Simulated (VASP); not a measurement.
# Ca3H2 (P-62m) in VASP: single point with PBE

Aim: the single point of Ca3H2 with PBE.

Everything below comes from runs of VASP 6.6.1. Logs are shortened: lines on timing, memory, paths and dates and some standing lists are left out, and cuts for length are marked.

## 1. The cell of the first run

The structure is hexagonal, space group P-62m (No. 189). Conventional cell: a = 4.743 Å, b = 4.743 Å, c = 4.684 Å, α = 90.00°, β = 90.00°, γ = 120.00°. Within 3.6 Å of Ca (site symmetry m2m) lie 6 Ca at 2.70 to 2.81 Å and 4 H at 2.81 Å. Within 3.6 Å of H (site symmetry -6) lie 3 H at 2.74 Å and 6 Ca at 2.81 Å.

## 2. Single point, PBE

Input file INCAR:

```
  PREC = Accurate
  ENCUT = 520
  EDIFF = 1E-6
  ISMEAR = 0
  SIGMA = 0.1
  LREAL = False
  LASPH = True
  NELM = 80
  ALGO = Normal
  ISIF = 2
  LWAVE = False
  LCHARG = False
  GGA = PE
  NBANDS = 24
```

Input file KPOINTS:

```
regular mesh
0
Gamma
  6 6 4
```

Input file POSCAR:

```
Ca3H2
1.0
    4.7427338300      0.0000000000      0.0000000000
   -2.3713669200      4.1073279800      0.0000000000
    0.0000000000      0.0000000000      4.6840667800
Ca H
3 2
Direct
    0.3425827100      0.0000000000      0.5000000000
    0.0000000000      0.3425827100      0.5000000000
    0.6574172900      0.6574172900      0.5000000000
    0.3333333300      0.6666666700      0.0000000000
    0.6666666700      0.3333333300      0.0000000000
```

Potentials or basis: VASP PAW PBE potentials, release 64 (Ca_sv, H).

Started as:

```console
$ cat potpaw_PBE.64/Ca_sv/POTCAR potpaw_PBE.64/H/POTCAR > POTCAR
$ mpirun -np 1 vasp_std > vasp.out
```

OUTCAR:

```text
PREC = Accurate
   ENCUT = 520
   EDIFF = 1E-6
   ISMEAR = 0
   LREAL = False
   LASPH = True
   NELM = 80
   ISIF = 2
   GGA = PE

 ion  position               nearest neighbor table
   1  0.343  0.000  0.500-   2 2.70   2 2.70   3 2.70   3 2.70   3 2.81   2 2.81
   2  0.000  0.343  0.500-   1 2.70   3 2.70   1 2.70   3 2.70   3 2.81   1 2.81
   3  0.657  0.657  0.500-   2 2.70   1 2.70   2 2.70   1 2.70   1 2.81   2 2.81
   4  0.333  0.667  0.000-
   5  0.667  0.333  0.000-

  LATTYP: Found a hexagonal cell.
 ALAT       =     4.7427338300
 C/A-ratio  =     0.9876301197

  Lattice vectors:

 A1 = (   4.7427338300,   0.0000000000,   0.0000000000)
 A2 = (  -2.3713669200,   4.1073279800,   0.0000000000)
 A3 = (   0.0000000000,   0.0000000000,   4.6840667800)

Analysis of symmetry for initial positions (statically):
=====================================================================
 Subroutine PRICEL returns:
 Original cell was already a primitive cell.

 Routine SETGRP: Setting up the symmetry group for a
 hexagonal supercell.

 Subroutine GETGRP returns: Found 12 space group operations
 (whereof 12 operations were pure point group operations)
 out of a pool of 24 trial point group operations.

The static configuration has the point symmetry D_3h.

Analysis of symmetry for dynamics (positions and initial velocities):
=====================================================================
 Subroutine PRICEL returns:
 Original cell was already a primitive cell.

 Routine SETGRP: Setting up the symmetry group for a
 hexagonal supercell.

 Subroutine GETGRP returns: Found 12 space group operations
 (whereof 12 operations were pure point group operations)
 out of a pool of 24 trial point group operations.

The dynamic configuration has the point symmetry D_3h.

 Subroutine INISYM returns: Found 12 space group operations
 (whereof 12 operations are pure point group operations),
 and found     1 'primitive' translations

----------------------------------------------------------------------------------------

                                     Primitive cell

  volume of cell :      91.2454

  direct lattice vectors                    reciprocal lattice vectors
     4.742733830  0.000000000  0.000000000     0.210848856  0.121733644  0.000000000
    -2.371366920  4.107327980  0.000000000     0.000000000  0.243467287  0.000000000
     0.000000000  0.000000000  4.684066780     0.000000000  0.000000000  0.213489698

  length of vectors
     4.742733830  4.742733832  4.684066780     0.243467287  0.243467287  0.213489698

  position of ions in fractional coordinates (direct lattice)
     0.342582710  0.000000000  0.500000000
     0.000000000  0.342582710  0.500000000
     0.657417290  0.657417290  0.500000000
     0.333333330  0.666666670  0.000000000
     0.666666670  0.333333330  0.000000000

  ion indices of the primitive-cell ions
   primitive index   ion index
                 1           1
                 2           2
                 3           3
                 4           4
                 5           5

----------------------------------------------------------------------------------------

 KPOINTS: regular mesh

Automatic generation of k-mesh.
 Grid dimensions read from file:
 generate k-points for:    6    6    4

 Generating k-lattice:

  Cartesian coordinates                     Fractional coordinates (reciprocal lattice)
     0.035141476  0.020288941  0.000000000     0.166666667 -0.000000000  0.000000000
     0.000000000  0.040577881  0.000000000     0.000000000  0.166666667  0.000000000
     0.000000000  0.000000000  0.053372424     0.000000000  0.000000000  0.250000000

  Length of vectors
     0.040577881  0.040577881  0.053372424

  Shift w.r.t. Gamma in fractional coordinates (k-lattice)
     0.000000000  0.000000000  0.000000000

 Subroutine IBZKPT returns following result:
 ===========================================

 Found     21 irreducible k-points:

 Following reciprocal coordinates:
            Coordinates               Weight
  0.000000  0.000000  0.000000      1.000000
  0.166667  0.000000  0.000000      6.000000
  0.333333  0.000000  0.000000      6.000000
  0.500000  0.000000  0.000000      3.000000
  0.166667  0.166667  0.000000      6.000000
  0.333333  0.166667  0.000000     12.000000
[... 13 lines left out ...]
  0.333333  0.166667  0.500000     12.000000
  0.333333  0.333333  0.500000      2.000000
   k-points           NKPTS =     21   k-points in BZ     NKDIM =     21   number of bands    NBANDS=     24
   number of dos      NEDOS =    301   number of ions     NIONS =      5
   total plane-waves  NPLWV =  46656
   dimension x,y,z NGX =    36 NGY =   36 NGZ =   36
   dimension x,y,z NGXF=    72 NGYF=   72 NGZF=   72
   ions per type =               3   2
   NGX,Y,Z   is equivalent  to a cutoff of  12.62, 12.62, 12.78 a.u.
   NGXF,Y,Z  is equivalent  to a cutoff of  25.24, 25.24, 25.55 a.u.
 SYSTEM =  unknown system
   PREC   = accura    normal or accurate (medium, high low for compatibility)
   ISTART =      0    job   : 0-new  1-cont  2-samecut
   ICHARG =      2    charge: 1-file 2-atom 10-const
   ISPIN  =      1    spin polarized calculation?
   LNONCOLLINEAR =      F non collinear calculations
   LSORBIT =      F    spin-orbit coupling
   LASPH  =      T    aspherical Exc in radial PAW
   ENCUT  =  520.0 eV  38.22 Ry    6.18 a.u.   8.82  8.82  8.71*2*pi/ulx,y,z
   NELM   =     80;   NELMIN=  2; NELMDL= -5     # of ELM steps
   EDIFF  = 0.1E-05   stopping-criterion for ELM
   LREAL  =      F    real-space projection
   EDIFFG = 0.1E-04   stopping-criterion for IOM
   NSW    =      0    number of steps for IOM
   IBRION =     -1    ionic relax: 0-MD 1-quasi-New 2-CG
   NFREE  =      0    steps in history (QN), initial steepest desc. (CG)
   ISIF   =      2    stress and relaxation
   ISYM   =      2    0-nonsym 1-usesym 2-fastsym
   POTIM  = 0.5000    time-step for ionic-motion
   TEBEG  =    0.0;   TEEND  =   0.0 temperature during run
   PSTRESS=    0.0 pullay stress
   NELECT =      32.0000    total number of electrons
   NUPDOWN=      -1.0000    fix difference up-down
   EMIN   =  10.00;   EMAX   =-10.00  energy-range for DOS
   EFERMI =   0.00;   METHOD = LEGACY
   ISMEAR =     0;   SIGMA  =   0.10  broadening in eV -4-tet -1-fermi 0-gaus
   EFERMI_NEDOS =   21; number of points for ismear=-14 and -15
   IALGO  =     38    algorithm
   IMIX   =      4    mixing-type and parameters
     AMIX     =   0.40;   BMIX     =  1.00
     AMIX_MAG =   1.60;   BMIX_MAG =  1.00
  volume/ion in A,a.u.               =      18.25       123.15
  Fermi-wavevector in a.u.,A,eV,Ry     =   1.154484  2.181658 18.134284  1.332832
  Thomas-Fermi vector in A             =   2.291120
   LORBIT       =      0    0 simple, 1 ext, 2 COOP (PROOUT), +10 PAW based schemes
   GGA     = PE    functional components
   LHFCALC =     F    Hartree Fock is set to
   AEXX    =    0.0000 exact exchange contribution
   IVDW    =     0    specifies the selected vdW correction
   LEPSILON=     F    determine dielectric tensor
   LRPA    =     F    only Hartree local field effects (RPA)
 non-spin polarized calculation
 Gauss-broadening in eV      SIGMA  =   0.10
  energy-cutoff  :      520.00
  volume of cell :       91.25
 maximum number of plane-waves:      2477
 NGX is ok and might be reduce to    36
   NGX = 17   NGY = 17   NGZ = 17

 number of electron      32.0000004 magnetization

 Free energy of the ion-electron system (eV)
  ---------------------------------------------------
  ext. energy  EPLUGINS =         0.00000000
  ---------------------------------------------------
  free energy    TOTEN  =        -5.34498284 eV

  energy without entropy =       -5.32463235  energy(sigma->0) =       -5.33480760

 E-fermi :   3.1333     XC(G=0):  -8.8986

 val. band max:        3.1072583065   @ k =   0.3333   0.1667   0.0000
 cond. band min:       3.1870246256   @ k =   0.1667   0.1667   0.2500
 fundamental gap:      0.0797663191
 Fermi energy:         3.1333471778

 k-point     1 :       0.0000    0.0000    0.0000
  band No.  band energies     occupation
      1     -38.4136      2.00000
      2     -37.7582      2.00000
      3     -37.7582      2.00000
      4     -20.0654      2.00000
      5     -19.8578      2.00000
      6     -19.8578      2.00000
[... 16 lines left out ...]
     23       6.2657      0.00000
     24       6.3403      0.00000

 k-point     2 :       0.1667    0.0000    0.0000
  band No.  band energies     occupation
      1     -38.3659      2.00000
      2     -37.7917      2.00000
      3     -37.7783      2.00000
      4     -20.2941      2.00000
      5     -20.0771      2.00000
      6     -19.4819      2.00000
[... 16 lines left out ...]
     23       6.0072      0.00000
     24       6.3394      0.00000

 k-point     3 :       0.3333    0.0000    0.0000
  band No.  band energies     occupation
      1     -38.2377      2.00000
      2     -37.8966      2.00000
      3     -37.8135      2.00000
      4     -20.4907      2.00000
      5     -20.0217      2.00000
      6     -19.1490      2.00000
[... 16 lines left out ...]
     23       5.9156      0.00000
     24       6.1209      0.00000
[... 433 lines left out ...]
 k-point    20 :       0.3333    0.1667    0.5000
  band No.  band energies     occupation
      1     -38.1317      2.00000
      2     -37.9591      2.00000
      3     -37.8621      2.00000
      4     -20.4066      2.00000
      5     -19.9823      2.00000
      6     -19.4179      2.00000
[... 16 lines left out ...]
     23       6.4137      0.00000
     24       7.0281      0.00000

 k-point    21 :       0.3333    0.3333    0.5000
  band No.  band energies     occupation
      1     -38.0129      2.00000
      2     -38.0129      2.00000
      3     -37.9302      2.00000
      4     -20.0587      2.00000
      5     -20.0587      2.00000
      6     -19.8776      2.00000
[... 16 lines left out ...]
     23       6.1991      0.00000
     24       7.2318      0.00000

------------------------ aborting loop because EDIFF is reached ----------------------------------------

  FORCE on cell =-STRESS in cart. coord.  units (eV):
  Direction    XX          YY          ZZ          XY          YZ          ZX
  --------------------------------------------------------------------------------------
  -------------------------------------------------------------------------------------
  Total       19.1203633     19.1203633    -12.4845308     -0.0000000     -0.0000000      0.0000000
  in kB      335.7341419    335.7341419   -219.2156700     -0.0000004     -0.0000000      0.0000000
  external PRESSURE =     150.7508713 kB  Pullay stress =       0.0000000 kB

 VOLUME and BASIS-vectors are now :
 -----------------------------------------------------------------------------
  energy-cutoff  :      520.00
  volume of cell :       91.25
      direct lattice vectors                 reciprocal lattice vectors
     4.742733830  0.000000000  0.000000000     0.210848856  0.121733644  0.000000000
    -2.371366920  4.107327980  0.000000000     0.000000000  0.243467287  0.000000000
     0.000000000  0.000000000  4.684066780     0.000000000  0.000000000  0.213489698

 POSITION                                       TOTAL-FORCE (eV/Angst)
 -----------------------------------------------------------------------------------
      1.62478      0.00000      2.34203         0.243141      0.000000     -0.000000
     -0.81239      1.40710      2.34203        -0.121571      0.210567     -0.000000
      1.55898      2.70023      2.34203        -0.121571     -0.210567      0.000000
     -0.00000      2.73822      0.00000         0.000000      0.000000      0.000000
      2.37137      1.36911      0.00000         0.000000      0.000000      0.000000
 -----------------------------------------------------------------------------------
    total drift:                                0.000000      0.000000     -0.000000

  FREE ENERGIE OF THE ION-ELECTRON SYSTEM (eV)
  ---------------------------------------------------
  free  energy   TOTEN  =        -5.3449828433 eV

  energy  without entropy=       -5.3246323549  energy(sigma->0) =       -5.33480760
```

It took 54 s on 1 thread of Intel Xeon 8259CL, shared host; peak memory 0.22 GiB.

Results:

```yaml
Free_energy: -5.3450 eV
Pressure: 15.1 GPa
Largest_force: 0.243 eV/Å
Band_gap_on_the_k_mesh: zero (band 16 reaches 4.61 eV, above the bottom of band 17 at 2.57 eV)
```

Forces on the atoms (eV/Å):
```
Ca   0.243  0.000  0.000
Ca  -0.122  0.211  0.000
Ca  -0.122 -0.211  0.000
H    0.000  0.000  0.000
H    0.000  0.000  0.000
```

Stress tensor (GPa, compression positive):
```
 33.57   0.00   0.00
  0.00  33.57   0.00
  0.00   0.00 -21.92
```

Levels at points of the mesh, in eV from the Fermi level:
| k point | band 13 | band 14 | band 15 | band 16 | band 17 | band 18 | band 19 | band 20 |
| --- | --- | --- | --- | --- | --- | --- | --- | --- |
| (0.00, 0.00, 0.00) | -5.39 | -1.10 | -1.06 | 1.47 | 1.52 | 1.86 | 1.86 | 1.93 |
| (0.50, 0.00, 0.00) | -3.93 | -2.97 | -1.18 | 0.24 | 0.65 | 1.00 | 1.21 | 1.38 |
| (0.00, 0.00, 0.50) | -4.36 | -2.34 | -1.72 | 1.33 | 1.33 | 1.37 | 1.85 | 1.98 |
| (0.50, 0.00, 0.50) | -3.62 | -2.97 | -1.07 | -0.36 | 0.46 | 0.51 | 1.06 | 1.54 |
